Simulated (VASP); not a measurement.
Crystal: AlInSbN2.

```
CELL_PARAMETERS angstrom
4.02872 0.00000 0.00000
-2.01436 3.48898 0.00000
0.00000 0.00000 6.50941
ATOMIC_POSITIONS crystal
Al 0.00000 0.00000 0.37656
In 0.33333 0.66667 0.98412
Sb 0.66667 0.33333 0.63358
N 0.66667 0.33333 0.24032
N 0.00000 0.00000 0.76541
```

```yaml
Program: VASP 6.6.1
Task: relaxation of cell and atoms
Functional: PBE
Potentials_or_basis: VASP PAW PBE potentials, release 64 (Al, In_d, Sb, N)
Cutoff: 600 eV
k_mesh: 6 × 6 × 4
Occupations: gaussian, width 0.1 eV
Spin: no spin polarisation
```

At the start: pressure -5.6 GPa; volume 18.30 Å³/atom.

Q: Where does the relaxation end?

A: Over 45 steps the energy falls by 959.4 meV/atom and the volume is 16.67 Å³/atom (-8.9 %); space group P3m1 (No. 156, to 0.05 Å).

Step by step:
| step | energy change (eV) | largest force (eV/Å) | pressure (GPa) | volume (Å³) |
| --- | --- | --- | --- | --- |
| 1 | 0.0000 | 1.5400 | -5.57 | 91.50 |
| 3 | -0.5785 | 1.6466 | 7.17 | 78.30 |
| 5 | -1.6065 | 1.2376 | 12.46 | 75.68 |
| 7 | -1.6723 | 1.4405 | 16.02 | 74.81 |
| 9 | -2.9118 | 1.9289 | 5.11 | 83.72 |
| 11 | -2.9829 | 2.1530 | 2.30 | 87.67 |
| 13 | -3.8813 | 0.9321 | -6.48 | 92.72 |
| 15 | -3.9613 | 0.9212 | -9.50 | 94.61 |
| 17 | -4.3337 | 1.7791 | -6.07 | 89.44 |
| 19 | -4.4676 | 1.2456 | -2.39 | 86.32 |
| 21 | -4.5355 | 0.5295 | 0.79 | 84.21 |
| 23 | -4.5398 | 0.8773 | -2.62 | 87.12 |
| 25 | -4.5892 | 0.7104 | -1.11 | 85.60 |
| 27 | -4.7088 | 0.7197 | -0.25 | 84.69 |
| 29 | -4.7319 | 0.7793 | 0.39 | 84.33 |
| 31 | -4.7691 | 0.3642 | -1.11 | 84.90 |
| 33 | -4.7811 | 0.2810 | 0.21 | 83.80 |
| 35 | -4.7908 | 0.1650 | 0.50 | 83.22 |
| 37 | -4.7941 | 0.1177 | -0.18 | 83.40 |
| 39 | -4.7949 | 0.0605 | 0.18 | 83.17 |
| 41 | -4.7960 | 0.0728 | -0.17 | 83.40 |
| 43 | -4.7964 | 0.0617 | 0.18 | 83.18 |
| 45 | -4.7971 | 0.0373 | -0.07 | 83.36 |

Final structure:
```yaml
crystal:
  lattice:
    - [3.19301, 0.00000, 0.00000]
    - [-1.59651, 2.76523, 0.00000]
    - [0.00000, 0.00000, 9.44135]
  atoms:
    - { symbol: Al, position: [0.00000, 0.00000, 0.29541] }
    - { symbol: In, position: [0.33333, 0.66667, 0.97078] }
    - { symbol: Sb, position: [0.66667, 0.33333, 0.64313] }
    - { symbol: N, position: [0.66667, 0.33333, 0.30045] }
    - { symbol: N, position: [0.00000, 0.00000, 0.79023] }
```

Caveat: this functional lacks dispersion, which binds the layers, so the pressure and a relaxed spacing across them are unreliable.
